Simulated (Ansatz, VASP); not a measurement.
## AlGeSbH2: VASP beside Ansatz

```
CELL_PARAMETERS angstrom
3.72186 0.15108 0.11547
0.94524 4.19300 0.23478
1.89030 1.89121 5.54111
ATOMIC_POSITIONS crystal
Al 0.50000 0.50000 0.00000
Ge 0.00000 0.00000 0.00000
Sb 0.00000 0.50000 0.50000
H 0.00000 0.00000 0.50000
H 0.00000 0.50000 0.00000
```

Alike in both runs: functional PBE; k mesh 3 × 3 × 2; occupations gaussian, width 0.15 eV; no spin polarisation.

Ansatz relaxed the structure, and its values are those at the end. VASP's run is a single point on that final structure, the one shown.

|  | VASP | Ansatz |
| --- | --- | --- |
| version | VASP 6.6.1 | Ansatz 0.2.0 |
| potentials or method | VASP PAW PBE potentials, release 64 (Al, Ge_d, Sb, H), cutoff 500 eV | scalar-relativistic, plane waves, PAW |
| valence electrons in the cell | 24 | 34 |

|  | VASP | Ansatz | Ansatz less VASP |
| --- | --- | --- | --- |
| gap on the k mesh at the Fermi level (eV) | none | none | - |
| pressure (GPa) | -0.2 | -0.1 | +0.07 |

A gap of «none» marks a metal or a gap that the smearing closes. The functional is the same, so the differences come from potentials, cutoffs and numerics. VASP's potentials hold 24 valence electrons a cell and Ansatz's 34, so a difference there can come from the potentials and not from the codes.

The k mesh is coarse, so the values compare programs but aren't converged. Neither program's run includes spin-orbit coupling.
